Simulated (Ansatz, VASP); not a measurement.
## PC in VASP and in Ansatz

```
P C
1.0
     0.00000    2.08354    2.08354
     2.08354    0.00000    2.08354
     2.08354    2.08354    0.00000
P C
1 1
Cartesian
  2.0835 2.0835 2.0835
  0.0000 0.0000 0.0000
```

Change from the starting cell: species swapped into the TbP type (Fm-3m, No. 225).

Alike in both runs: functional PBE; k mesh 7 × 7 × 7; occupations gaussian, width 0.2 eV; no spin polarisation.

Ansatz relaxed the structure, and its values are those at the end. VASP's run is a single point on that final structure, the one shown.

|  | VASP | Ansatz |
| --- | --- | --- |
| version | VASP 6.6.1 | Ansatz 0.2.0 |
| potentials or method | VASP PAW PBE potentials, release 64 (P, C), cutoff 600 eV | scalar-relativistic, plane waves, PAW |
| valence electrons in the cell | 9 | 9 |

```csv
,VASP,Ansatz,Ansatz less VASP
gap on the k mesh at the Fermi level (eV),none,none,-
pressure (GPa),-0.6,-0.2,+0.40
```

A gap of «none» marks a metal or a gap that the smearing closes.

The k mesh is coarse, so the values compare programs but aren't converged.
